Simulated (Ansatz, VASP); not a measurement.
Ba3B2: VASP beside Ansatz

Contents of INCAR:

```
SYSTEM = Ba3B2
ALGO     = Normal         ! electronic algorithm
EDIFF    = 1E-7           ! SCF threshold, eV
EDIFFG   = -0.01          ! ionic threshold
ENCUT    = 500            ! plane-wave cutoff, eV
GGA      = PE             ! functional
GGA_COMPAT= .False.      
IBRION   = 2              ! ionic algorithm
ISIF     = 3              ! what is computed and relaxed
ISMEAR   = 0              ! smearing method
KPAR     = 4            
LASPH    = .True.         ! aspherical terms in the spheres
LCHARG   = .False.        ! write CHGCAR
LREAL    = .False.        ! projectors in reciprocal space
LWAVE    = .False.        ! write WAVECAR
NELM     = 120            ! most SCF steps
NELMIN   = 4            
NSW      = 100            ! ionic steps
PREC     = Accurate       ! precision mode
SIGMA    = 0.1            ! smearing width, eV
```

Contents of KPOINTS:

```
k-points
0
Gamma
  12 12 12
  0 0 0
```

File POSCAR:

```
Ba3B2
1.0
   -2.0253640079      3.3348932072      7.2498919600
    2.0253640079     -3.3348932072      7.2498919600
    2.0253640079      3.3348932072     -7.2498919600
Ba B
3 2
Direct
    0.8548630077      0.3548630077      0.5000000000
    0.1451369923      0.6451369923      0.5000000000
    0.5000000000      0.5000000000      0.0000000000
    0.1169233160      0.0000000000      0.1169233160
    0.8830766840      0.0000000000      0.8830766840
```

Input for Ansatz:

```yaml
crystal:
  lattice:
    - [-2.0253640079, 3.3348932072, 7.24989196]
    - [2.0253640079, -3.3348932072, 7.24989196]
    - [2.0253640079, 3.3348932072, -7.24989196]
  atoms:
    - { symbol: Ba, position: [0.8548630077, 0.3548630077, 0.5] }
    - { symbol: Ba, position: [0.1451369923, 0.6451369923, 0.5] }
    - { symbol: Ba, position: [0.5, 0.5, 0.0] }
    - { symbol: B, position: [0.116923316, 0.0, 0.116923316] }
    - { symbol: B, position: [0.883076684, 0.0, 0.883076684] }
basis:
  ecutwfc: 420
kpoints:
  mp_grid: { grid: [12, 12, 12] }
hamiltonian:
  xc: pbe
scf:
  occupations: { method: gaussian, width: 0.1 }
output:
  forces: true
  stress: true
  eigenvalues: true
  write_density: true
  write_potential: true
  elf: true
  volumetric_format: npy
relax:
  adjacent_minimum: "off"
  f_tol: 0.01
  max_steps: 80
  cell: { stress_tol: 0.05 }
```

Alike in both runs: task relaxation of cell and atoms; functional PBE; k mesh 12 × 12 × 12; occupations gaussian, width 0.1 eV; no spin polarisation.

|  | VASP | Ansatz |
| --- | --- | --- |
| version | VASP 6.6.1 | Ansatz 0.2.0 |
| potentials or method | VASP PAW PBE potentials, release 64 (Ba_sv, B), cutoff 500 eV | scalar-relativistic, plane waves, PAW |
| valence electrons in the cell | 36 | 36 |

VASP gave:

- gap on the k mesh at the Fermi level, each at its own relaxed structure (eV): none
- relaxed volume (Å³/atom): 39.74
- relaxed cell length with the largest relative difference (Å): 8.266

Estimate Ansatz's values.

gap on the k mesh at the Fermi level, each at its own relaxed structure (eV): none; relaxed volume (Å³/atom): 39.17; relaxed cell length with the largest relative difference (Å): 8.233.

A gap of «none» marks a metal or a gap that the smearing closes.

Spin-orbit coupling is off throughout.
